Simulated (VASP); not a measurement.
# Cs (Im-3m) in VASP: notebook

The runs below take Cs through single point, relaxation of cell and atoms, with PBE.

Everything below comes from runs of VASP 6.6.1. Logs are shortened: lines on timing, memory, paths and dates and some standing lists are left out, and cuts for length are marked.

## Step 1: The cell of the first run

The structure is cubic, space group Im-3m (No. 229). The conventional cell has a = 6.141 Å, b = 6.141 Å, c = 6.141 Å, α = 90.00°, β = 90.00°, γ = 90.00°.

## Step 2: Single point, PBE

Input file INCAR:

```
PREC = Accurate
ENCUT = 520
EDIFF = 1E-6
ISMEAR = -1
SIGMA = 0.02
LREAL = False
LASPH = True
NELM = 80
ALGO = Normal
ISIF = 2
LWAVE = False
LCHARG = False
GGA = PE
NBANDS = 10
```

Input file KPOINTS:

```
Automatic mesh
0
Gamma
  5 5 5
```

Input file POSCAR:

```
Cs
1.0
   -3.0705907403      3.0705907403      3.0705907403
    3.0705907403     -3.0705907403      3.0705907403
    3.0705907403      3.0705907403     -3.0705907403
Cs
1
Direct
    0.0000000000      0.0000000000      0.0000000000
```

Potentials or basis: VASP PAW PBE potentials, release 64 (Cs_sv).

Started as:

```sh
> cat potpaw_PBE.64/Cs_sv/POTCAR > POTCAR
> mpirun -np 1 vasp_std > vasp.out
```

OUTCAR:

```text
PREC = Accurate
   ENCUT = 520
   EDIFF = 1E-6
   ISMEAR = -1
   LREAL = False
   LASPH = True
   NELM = 80
   ISIF = 2
   GGA = PE

 ion  position               nearest neighbor table
   1  0.000  0.000  0.000-

  LATTYP: Found a body centered cubic cell.
 ALAT       =     6.1411814806

  Lattice vectors:

 A1 = (  -3.0705907403,   3.0705907403,   3.0705907403)
 A2 = (   3.0705907403,  -3.0705907403,   3.0705907403)
 A3 = (   3.0705907403,   3.0705907403,  -3.0705907403)

Analysis of symmetry for initial positions (statically):
=====================================================================
 Subroutine PRICEL returns:
 Original cell was already a primitive cell.

 Routine SETGRP: Setting up the symmetry group for a
 body centered cubic supercell.

 Subroutine GETGRP returns: Found 48 space group operations
 (whereof 48 operations were pure point group operations)
 out of a pool of 48 trial point group operations.

The static configuration has the point symmetry O_h .

Analysis of symmetry for dynamics (positions and initial velocities):
=====================================================================
 Subroutine PRICEL returns:
 Original cell was already a primitive cell.

 Routine SETGRP: Setting up the symmetry group for a
 body centered cubic supercell.

 Subroutine GETGRP returns: Found 48 space group operations
 (whereof 48 operations were pure point group operations)
 out of a pool of 48 trial point group operations.

The dynamic configuration has the point symmetry O_h .

 Subroutine INISYM returns: Found 48 space group operations
 (whereof 48 operations are pure point group operations),
 and found     1 'primitive' translations

----------------------------------------------------------------------------------------

                                     Primitive cell

  volume of cell :     115.8046

  direct lattice vectors                    reciprocal lattice vectors
    -3.070590740  3.070590740  3.070590740     0.000000000  0.162835116  0.162835116
     3.070590740 -3.070590740  3.070590740     0.162835116  0.000000000  0.162835116
     3.070590740  3.070590740 -3.070590740     0.162835116  0.162835116  0.000000000

  length of vectors
     5.318419171  5.318419171  5.318419171     0.230283630  0.230283630  0.230283630

  position of ions in fractional coordinates (direct lattice)
     0.000000000  0.000000000  0.000000000

[... 62 lines left out ...]
   EDIFFG = 0.1E-04   stopping-criterion for IOM
   NSW    =      0    number of steps for IOM
   IBRION =     -1    ionic relax: 0-MD 1-quasi-New 2-CG
   NFREE  =      0    steps in history (QN), initial steepest desc. (CG)
   ISIF   =      2    stress and relaxation
   ISYM   =      2    0-nonsym 1-usesym 2-fastsym
   POTIM  = 0.5000    time-step for ionic-motion
   TEBEG  =    0.0;   TEEND  =   0.0 temperature during run
   PSTRESS=    0.0 pullay stress
   NELECT =       9.0000    total number of electrons
   NUPDOWN=      -1.0000    fix difference up-down
   EMIN   =  10.00;   EMAX   =-10.00  energy-range for DOS
   EFERMI =   0.00;   METHOD = LEGACY
   ISMEAR =    -1;   SIGMA  =   0.02  broadening in eV -4-tet -1-fermi 0-gaus
   EFERMI_NEDOS =   21; number of points for ismear=-14 and -15
   IALGO  =     38    algorithm
   IMIX   =      4    mixing-type and parameters
     AMIX     =   0.40;   BMIX     =  1.00
     AMIX_MAG =   1.60;   BMIX_MAG =  1.00
  volume/ion in A,a.u.               =     115.80       781.49
  Fermi-wavevector in a.u.,A,eV,Ry     =   0.698630  1.320219  6.640779  0.488084
  Thomas-Fermi vector in A             =   1.782286
   LORBIT       =      0    0 simple, 1 ext, 2 COOP (PROOUT), +10 PAW based schemes
   GGA     = PE    functional components
   LHFCALC =     F    Hartree Fock is set to
   AEXX    =    0.0000 exact exchange contribution
   IVDW    =     0    specifies the selected vdW correction
   LEPSILON=     F    determine dielectric tensor
   LRPA    =     F    only Hartree local field effects (RPA)
 non-spin polarized calculation
  energy-cutoff  :      520.00
  volume of cell :      115.80
 maximum number of plane-waves:      3135
   NGX = 19   NGY = 19   NGZ = 19

 number of electron       9.0000002 magnetization

 Free energy of the ion-electron system (eV)
  ---------------------------------------------------
  ext. energy  EPLUGINS =         0.00000000
  ---------------------------------------------------
  free energy    TOTEN  =        -0.85554039 eV

  energy without entropy =       -0.85077041  energy(sigma->0) =       -0.85315540

 E-fermi :   0.5099     XC(G=0):  -5.3897

 val. band max:        0.1770261573   @ k =   0.4000   0.0000   0.0000
 cond. band min:       0.5256675798   @ k =  -0.4000   0.4000   0.2000
 fundamental gap:      0.3486414225
 Fermi energy:         0.5098984103

 k-point     1 :       0.0000    0.0000    0.0000
  band No.  band energies     occupation
      1     -23.4264      2.00000
      2     -10.1704      2.00000
      3     -10.1704      2.00000
      4     -10.1704      2.00000
      5      -1.2346      2.00000
      6       2.9253      0.00000
      7       2.9253      0.00000
      8       2.9253      0.00000
      9       3.7764      0.00000
     10       3.7764      0.00000
[... 105 lines left out ...]
 k-point    10 :      -0.4000    0.4000    0.4000
  band No.  band energies     occupation
      1     -23.4158      2.00000
      2     -10.2644      2.00000
      3     -10.2563      2.00000
      4     -10.2563      2.00000
      5       1.0124      0.00000
      6       1.2344      0.00000
      7       3.0128      0.00000
      8       3.1150      0.00000
      9       3.1150      0.00000
     10       4.5520      0.00000

------------------------ aborting loop because EDIFF is reached ----------------------------------------

  FORCE on cell =-STRESS in cart. coord.  units (eV):
  Direction    XX          YY          ZZ          XY          YZ          ZX
  --------------------------------------------------------------------------------------
  -------------------------------------------------------------------------------------
  Total       -0.0012504     -0.0012504     -0.0012504     -0.0000000      0.0000000     -0.0000000
  in kB       -0.0172990     -0.0172990     -0.0172990     -0.0000000      0.0000000     -0.0000000
  external PRESSURE =      -0.0172990 kB  Pullay stress =       0.0000000 kB

 VOLUME and BASIS-vectors are now :
 -----------------------------------------------------------------------------
  energy-cutoff  :      520.00
  volume of cell :      115.80
      direct lattice vectors                 reciprocal lattice vectors
    -3.070590740  3.070590740  3.070590740     0.000000000  0.162835116  0.162835116
     3.070590740 -3.070590740  3.070590740     0.162835116  0.000000000  0.162835116
     3.070590740  3.070590740 -3.070590740     0.162835116  0.162835116  0.000000000

 POSITION                                       TOTAL-FORCE (eV/Angst)
 -----------------------------------------------------------------------------------
      0.00000      0.00000      0.00000         0.000000      0.000000      0.000000
 -----------------------------------------------------------------------------------
    total drift:                               -0.000000     -0.000000     -0.000000

  FREE ENERGIE OF THE ION-ELECTRON SYSTEM (eV)
  ---------------------------------------------------
  free  energy   TOTEN  =        -0.8555403942 eV

  energy  without entropy=       -0.8507704147  energy(sigma->0) =       -0.85315540
```

stdout:

```text
POSCAR found type information on POSCAR Cs
 POSCAR found :  1 types and       1 ions
 scaLAPACK will be used
 LDA part: xc-table for (Slater+PW92), standard interpolation
 POSCAR, INCAR and KPOINTS ok, starting setup
 FFT: planning ... GRIDC
 FFT: planning ... GRID_SOFT
 FFT: planning ... GRID
 WAVECAR not read
 entering main loop
```

It took 7.9 s on 1 thread of Intel Xeon Platinum 8375C at 2.90GHz (Ice Lake), shared host; peak memory 0.23 GiB.

What came out:

- Free energy: -0.8555 eV
- Pressure: 0.0 GPa
- Band gap on the k mesh: zero (an odd number of electrons rules out a gap without spin polarisation)

Caveat: spin-orbit coupling is left out, which moves the levels of the heavy elements.

## Step 3: Relaxation of cell and atoms, PBE

This run uses another cell than the first one, of 111.66 Å³/atom.

Input file INCAR:

```
  PREC = Accurate
  ENCUT = 600
  EDIFF = 1E-6
  ISMEAR = -1
  SIGMA = 0.02
  LREAL = False
  LASPH = True
  NELM = 60
  ALGO = Normal
  ISIF = 3
  LWAVE = False
  LCHARG = False
  GGA = PE
  IBRION = 2
  NSW = 60
  EDIFFG = -0.03
```

KPOINTS is that of step 2.

Input file POSCAR:

```
Cs
1.0
   -3.0335000000      3.0335000000      3.0335000000
    3.0335000000     -3.0335000000      3.0335000000
    3.0335000000      3.0335000000     -3.0335000000
Cs
1
Direct
    0.0000000000      0.0000000000      0.0000000000
```

Potentials or basis: VASP PAW PBE potentials, release 64 (Cs_sv).

Started as:

```sh
> cat potpaw_PBE.64/Cs_sv/POTCAR > POTCAR
> mpirun -np 1 vasp_std > vasp.out
```

Run time: 21 s. Hardware: 1 thread of Intel Xeon Platinum 8375C at 2.90GHz (Ice Lake), shared host; peak memory 0.25 GiB.

Results (log left out):

```
Free energy                           : -0.8555 eV
Relaxed volume                        : 115.28 Å³/atom
Relaxed cell                          : a = 5.310 Å, b = 5.310 Å, c = 5.310 Å, α = 109.47°, β = 109.47°, γ = 109.47°
Space group after relaxing (to 0.1 Å) : Im-3m (No. 229)
Energy gained by relaxing             : 1.0 meV/atom
Ionic steps                           : 3
Pressure after relaxing               : 0.0 GPa
Band gap on the k mesh                : zero (an odd number of electrons rules out a gap without spin polarisation)
```

The path:
```tsv
step	energy change (eV)	largest force (eV/Å)	pressure (GPa)	volume (Å³)
1	0.0000	0.0000	0.08	111.66
2	-0.0004	0.0000	0.06	112.56
3	-0.0010	0.0000	0.01	115.28
```

Final structure:
```
Cs
1.0
    -3.06596    3.06596    3.06596
     3.06596   -3.06596    3.06596
     3.06596    3.06596   -3.06596
Cs
1
Direct
  0.00000 0.00000 0.00000
```

Levels at points of the mesh, in eV from the Fermi level:
| k point | band 2 | band 3 | band 4 | band 5 | band 6 | band 7 |
| --- | --- | --- | --- | --- | --- | --- |
| (0.00, 0.00, 0.00) | -10.68 | -10.68 | -10.68 | -1.75 | 2.42 | 2.42 |

Caveat: spin-orbit coupling is left out, which moves the levels of the heavy elements.
